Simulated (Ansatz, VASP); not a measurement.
Two plane-wave programs on FeNi3

Contents of INCAR:

```
SYSTEM = FeNi3
PREC = Accurate
ENCUT = 520
EDIFF = 1E-6
ISMEAR = 0
SIGMA = 0.1
LREAL = .False.
LASPH = .True.
NELM = 150
ALGO = Normal
ISIF = 2
LWAVE = .False.
LCHARG = .True.
ISPIN = 2
MAGMOM = -4 -2 -2 -2
LORBIT = 11
LMAXMIX = 4
GGA = PE
LELF = .True.
LVHAR = .True.
NBANDS = 31
```

The input KPOINTS:

```
regular mesh
0
Gamma
  6 6 6
  0 0 0
```

Contents of POSCAR:

```
FeNi3
1.0
    3.5450000800      0.0000000000      0.0000000000
    0.0000000000      3.5450000800      0.0000000000
    0.0000000000      0.0000000000      3.5450000800
Fe Ni
1 3
Direct
    0.0000000000      0.0000000000      0.0000000000
    0.0000000000      0.5000000000      0.5000000000
    0.5000000000      0.0000000000      0.5000000000
    0.5000000000      0.5000000000      0.0000000000
```

Input for Ansatz:

```yaml
crystal:
  lattice:
    - [3.54500008, 0.0, 0.0]
    - [0.0, 3.54500008, 0.0]
    - [0.0, 0.0, 3.54500008]
  atoms:
    - { symbol: Fe, position: [0.0, 0.0, 0.0], spin: -4.0 }
    - { symbol: Ni, position: [0.0, 0.5, 0.5], spin: -2.0 }
    - { symbol: Ni, position: [0.5, 0.0, 0.5], spin: -2.0 }
    - { symbol: Ni, position: [0.5, 0.5, 0.0], spin: -2.0 }
basis:
  ecutwfc: 420
kpoints:
  mp_grid: { grid: [6, 6, 6] }
hamiltonian:
  xc: pbe
scf:
  occupations: { method: gaussian, width: 0.1 }
  lower_state_search: "off"
output:
  forces: true
  stress: true
  eigenvalues: true
  populations: true
magnetization:
  spin_polarized: true
```

Alike in both runs: task single point; functional PBE; k mesh 6 × 6 × 6; occupations gaussian, width 0.1 eV; collinear spin.

```csv
,VASP,Ansatz
version,VASP 6.6.1,Ansatz 0.2.0
potentials or method,"VASP PAW PBE potentials, release 64 (Fe, Ni), cutoff 520 eV","scalar-relativistic, plane waves, PAW"
valence electrons in the cell,38,70
```

|  | VASP | Ansatz | Ansatz less VASP |
| --- | --- | --- | --- |
| gap on the k mesh at the Fermi level (eV) | none | none | - |
| pressure (GPa) | -0.1 | 0.0 | +0.03 |
| net moment per atom (μB) | 1.22 | 1.22 | +0.005 |
| size of the moment on the site where the two differ most (μB) | 0.66 | 0.71 | +0.049 |

Site moments also hang on the region over which each program counts them. A gap of «none» marks a metal or a gap that the smearing closes. With one functional, cell and mesh, what is left measures potentials, basis and numerics. VASP's potentials hold 38 valence electrons a cell and Ansatz's 70, so a difference there can come from the potentials and not from the codes.
